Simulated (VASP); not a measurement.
Crystal: ZnO.

```
Zn O
1.0
     3.23534    0.00000    0.00000
    -1.61767    2.80189    0.00000
     0.00000    0.00000    5.21095
Zn O
2 2
Direct
  0.33333 0.66667 0.99765
  0.66667 0.33333 0.49765
  0.33333 0.66667 0.37735
  0.66667 0.33333 0.87735
```

Base run:

```yaml
Program: VASP 6.6.1
Functional: r2SCAN
Potentials_or_basis: VASP PAW PBE potentials, release 64 (Zn, O)
Cutoff: 520 eV
k_mesh: 12 × 12 × 6
Occupations: gaussian, width 0.01 eV
Spin: no spin polarisation
```

Its results: band gap on the k mesh 1.23 eV, direct; pressure 1.0 GPa; largest force 0.003 eV/Å.

Question: The run is repeated on the same cell with these changes: functional from r2SCAN to PBE; further incar settings from ALGO = Normal; EDIFF = 1e-07; NBANDS = 26 to ALGO = Normal; EDIFF = 1e-06; NBANDS = 26. What comes out?

Answer: Band gap on the k mesh 0.79 eV, direct; pressure 7.2 GPa; largest force 0.003 eV/Å.

Caveats: the PAW data sets were made with another functional, which shifts forces and pressure a little (some runs).

